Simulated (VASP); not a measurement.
Set up this calculation in VASP 6.6.1, as the native input.

```
Task                   : relaxation of cell and atoms
Functional             : PBE
Dispersion             : D3(BJ)
Potentials or basis    : VASP PAW PBE potentials, release 64 (Ga_d, N)
Cutoff                 : 600 eV
k mesh                 : 10 × 10 × 10
Occupations            : fermi-dirac, width 0.05 eV
Spin                   : no spin polarisation
Dipole correction      : no
Further INCAR settings : ALGO = Normal; EDIFF = 1e-07; IBRION = 2; EDIFFG = -0.005; NSW = 80; ISIF = 3
```

The structure of GaN lies in POSCAR:

```
GaN
1.0
    0.0000000000      2.2535006075      2.2535006075
    2.2535006075      0.0000000000      2.2535006075
    2.2535006075      2.2535006075      0.0000000000
Ga N
1 1
Direct
    0.0000000000      0.0000000000      0.0000000000
    0.2500000000      0.2500000000      0.2500000000
```

One way to write it, as run:

INCAR

```
  ALGO = Normal
  EDIFF = 1E-7
  EDIFFG = -0.005
  ENCUT = 600
  GGA = PE
  IBRION = 2
  ISIF = 3
  ISMEAR = -1
  IVDW = 12
  LASPH = T
  LCHARG = F
  LREAL = F
  LWAVE = F
  NELM = 100
  NSW = 80
  PREC = Accurate
  SIGMA = 0.05
```

KPOINTS

```
k-points
0
Gamma
  10 10 10
```

Potentials or basis: VASP PAW PBE potentials, release 64 (Ga_d, N).

The run is started by

```console
$ cat potpaw_PBE.64/Ga_d/POTCAR potpaw_PBE.64/N/POTCAR > POTCAR
$ mpirun -np 1 vasp_std > vasp.out
```

It gave:

```
Relaxed volume                         : 11.52 Å³/atom
Relaxed cell                           : a = 3.194 Å, b = 3.194 Å, c = 3.194 Å, α = 60.00°, β = 60.00°, γ = 60.00°
Space group after relaxing (to 0.05 Å) : F-43m (No. 216)
Energy gained by relaxing              : 0.3 meV/atom
Ionic steps                            : 3
Pressure after relaxing                : 0.1 GPa
Band gap on the k mesh                 : 1.68 eV, direct
Dispersion energy per atom             : -0.252 eV
```

Run time: 25 s on 1 thread of Intel(R) Xeon(R) Platinum 8488C (Sapphire Rapids) (shared host), peak memory 0.18 GiB.
